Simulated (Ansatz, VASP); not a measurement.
This is a calculation of KCl for VASP 6.6.1.

POSCAR

```
KCl
1.0
    3.7873086124      0.0000000000      0.0000000000
    0.0000000000      3.7873086124      0.0000000000
    0.0000000000      0.0000000000      3.7873086124
K Cl
1 1
Direct
    0.0000000000      0.0000000000      0.0000000000
    0.5000000000      0.5000000000      0.5000000000
```

INCAR.step1

```
SYSTEM = KCl
PREC     = Accurate       ! precision mode
ENCUT    = 520            ! plane-wave cutoff, eV
EDIFF    = 1E-5           ! SCF threshold, eV
ISMEAR   = -1             ! smearing method
SIGMA    = 0.05           ! smearing width, eV
LREAL    = .False.        ! projectors in reciprocal space
LASPH    = .True.         ! aspherical terms in the spheres
NELM     = 60             ! most SCF steps
ALGO     = Normal         ! electronic algorithm
ISIF     = 2              ! what is computed and relaxed
LWAVE    = .True.         ! write WAVECAR
GGA      = PE             ! functional
NBANDS   = 15             ! bands
```

The input INCAR.step2:

```
SYSTEM = KCl
PREC     = Accurate       ! precision mode
ENCUT    = 520            ! plane-wave cutoff, eV
EDIFF    = 1E-6           ! SCF threshold, eV
ISMEAR   = -1             ! smearing method
SIGMA    = 0.05           ! smearing width, eV
LREAL    = .False.        ! projectors in reciprocal space
LASPH    = .True.         ! aspherical terms in the spheres
NELM     = 60             ! most SCF steps
ALGO     = Normal         ! electronic algorithm
ISIF     = 2              ! what is computed and relaxed
LWAVE    = .False.        ! write WAVECAR
LCHARG   = .True.         ! write CHGCAR
GGA      = PE             ! functional
LHFCALC  = .True.         ! exact exchange
HFSCREEN = 0.2079         ! screening, 1/A
PRECFOCK = Normal       
LELF     = .True.         ! ELF
LVHAR    = .True.       
ISTART   = 1            
NBANDS   = 15             ! bands
```

The input KPOINTS:

```
regular mesh
0
Gamma
  4 4 4
  0 0 0
```

Potentials or basis: VASP PAW PBE potentials, release 64 (K_sv, Cl).

Run with:

```console
$ cat potpaw_PBE.64/K_sv/POTCAR potpaw_PBE.64/Cl/POTCAR > POTCAR
$ cp INCAR.step1 INCAR
$ mpirun -np 1 vasp_std > vasp.out
$ cp INCAR.step2 INCAR
$ mpirun -np 1 vasp_std > vasp.out
```

Set up the same calculation for Ansatz 0.2.0. Potentials there: Ansatz PAW.

As run (the cutoff follows the program's own potentials):

input

```
crystal:
  lattice:
    - [3.7873086124, 0.0, 0.0]
    - [0.0, 3.7873086124, 0.0]
    - [0.0, 0.0, 3.7873086124]
  atoms:
    - { symbol: K, position: [0.0, 0.0, 0.0] }
    - { symbol: Cl, position: [0.5, 0.5, 0.5] }
hamiltonian:
  xc: hse06
  pseudopotentials: { kind: paw }
kpoints:
  mp_grid: { grid: [4, 4, 4] }
scf:
  occupations: { method: fermi_dirac, width: 0.05 }
output:
  forces: true
  stress: true
  eigenvalues: true
```

Both were run:

|  | VASP | Ansatz | Ansatz less VASP |
| --- | --- | --- | --- |
| gap on the k mesh at the Fermi level (eV) | 6.30 | 6.30 | +0.001 |
| least direct gap on the mesh (eV) | 6.53 | 6.53 | +0.001 |
| pressure (GPa) | 0.4 | 0.4 | -0.02 |
